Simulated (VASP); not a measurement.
Si, 2 atoms in the cell. Symmetry: Fd-3m, No. 227, cubic system. Conventional cell: a = 5.403 Å, b = 5.403 Å, c = 5.403 Å, α = 90.00°, β = 90.00°, γ = 90.00°. Within 3.1 Å of Si (site symmetry -43m) lie 4 Si at 2.34 Å. 

| Property | Result |
| --- | --- |
| Program | VASP 6.6.1 |
| Task | single point |
| Functional | LDA |
| Potentials or basis | VASP PAW LDA potentials, release 64 (Si) |
| Cutoff | 520 eV |
| k mesh | 9 × 9 × 9 |
| Occupations | fermi-dirac, width 0.05 eV |
| Spin | no spin polarisation |
| Dipole correction | no |
| Further INCAR settings | ALGO = Normal; EDIFF = 1e-06; NBANDS = 11 |

Potentials or basis: VASP PAW LDA potentials, release 64 (Si).

Run with:

```sh
$ cat potpaw_LDA.64/Si/POTCAR > POTCAR
$ mpirun -np 1 vasp_std > vasp.out
```

Hardware: 1 thread of Intel(R) Xeon(R) Platinum 8259CL CPU @ 2.50GHz (Skylake/Cascade Lake), with other jobs on the host.

Task: Estimate the wall time of this run.

Result: It took 14 s on 1 thread of Intel(R) Xeon(R) Platinum 8259CL CPU @ 2.50GHz (Skylake/Cascade Lake), on a shared host, peak memory 0.13 GiB. Counts: scf iterations 11, k points 35.
